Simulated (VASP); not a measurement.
Write the native input for VASP 6.6.1 that does the following.

* Task: single point
* Functional: PBE
* Potentials or basis: VASP PAW PBE potentials, release 64 (In_d, Se)
* Cutoff: 520 eV
* k mesh: 6 × 6 × 4
* Occupations: gaussian, width 0.1 eV
* Spin: no spin polarisation
* Dipole correction: no
* Further INCAR settings: ALGO = Normal; EDIFF = 1e-06; NBANDS = 30

The structure of In3Se lies in POSCAR:

```
In3Se
1.0
    4.3321983300      0.0000000000      0.0000000000
   -2.1660991700      3.7517938100      0.0000000000
    0.0000000000      0.0000000000      7.1712694100
In Se
3 1
Direct
    0.0000000000      0.0000000000      0.5000000000
    0.3333333300      0.6666666700      0.3765266700
    0.6666666700      0.3333333300      0.6234733300
    0.0000000000      0.0000000000      0.0000000000
```

The cell was generated, and may not be a known phase.

One way to write it, as run:

INCAR

```
PREC = Accurate ; ENCUT = 520
EDIFF = 1E-6 ; ISMEAR = 0
SIGMA = 0.1 ; LREAL = False
LASPH = True ; NELM = 80
ALGO = Normal ; ISIF = 2
LWAVE = False ; LCHARG = False
GGA = PE ; NBANDS = 30
```

KPOINTS

```
regular mesh
0
Gamma
  6 6 4
```

Potentials or basis: VASP PAW PBE potentials, release 64 (In_d, Se).

Launch:

```sh
$ cat potpaw_PBE.64/In_d/POTCAR potpaw_PBE.64/Se/POTCAR > POTCAR
$ mpirun -np 1 vasp_std > vasp.out
```

Results of the run:

| Item | Value |
| --- | --- |
| Pressure | 10.8 GPa |
| Largest force | 3.346 eV/Å |
| Band gap on the k mesh | zero (an odd number of electrons rules out a gap without spin polarisation) |

Caveat: the stress differs along the axes, from -3 to 18 GPa; spin-orbit coupling is left out, which moves the levels of the heavy elements; forces of over 1 eV/Å act on the atoms, so gaps and moduli don't describe the material at rest.

Run time: 72 s on 1 thread of Intel(R) Xeon(R) Platinum 8488C (Sapphire Rapids), on a shared host, peak memory 0.25 GiB.
